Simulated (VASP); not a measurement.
The system is Zn.

```
Zn
1.0
     0.00000    1.96478    1.96478
     1.96478    0.00000    1.96478
     1.96478    1.96478    0.00000
Zn
1
Cartesian
  0.0000 0.0000 0.0000
```

| Quantity | Value |
| --- | --- |
| Program | VASP 6.6.1 |
| Task | relaxation of cell and atoms |
| Functional | r2SCAN |
| Potentials or basis | VASP PAW PBE potentials, release 64 (Zn) |
| Cutoff | 600 eV |
| k mesh | 9 × 9 × 9 |
| Occupations | methfessel-paxton, width 0.1 eV |
| Spin | no spin polarisation |

At the start: pressure -4.1 GPa; volume 15.17 Å³/atom.

**Question.** How do energy, volume and symmetry change on relaxing?

**Answer.** Over 8 steps the energy falls by 11.2 meV/atom and the volume is 14.40 Å³/atom (-5.1 %); space group Fm-3m (No. 225, to 0.05 Å).

Step by step:
```
step  energy change (eV)  largest force (eV/Å)  pressure (GPa)  volume (Å³)
   1              0.0000                0.0000           -4.06        15.17
   2             -0.0112                0.0000            0.39        14.34
   3             -0.0112                0.0000           -0.17        14.39
   4             -0.0112                0.0000            0.23        14.38
   5             -0.0112                0.0000           -0.30        14.42
   6             -0.0112                0.0000            0.16        14.40
   7             -0.0112                0.0000           -0.15        14.40
   8             -0.0112                0.0000           -0.01        14.40
```

Final structure:
```
Zn
1.0
     0.00000    1.93096    1.93096
     1.93096    0.00000    1.93096
     1.93096    1.93096    0.00000
Zn
1
Cartesian
  0.0000 0.0000 0.0000
```

Caveat: the PAW data sets were made with another functional, which shifts forces and pressure a little.
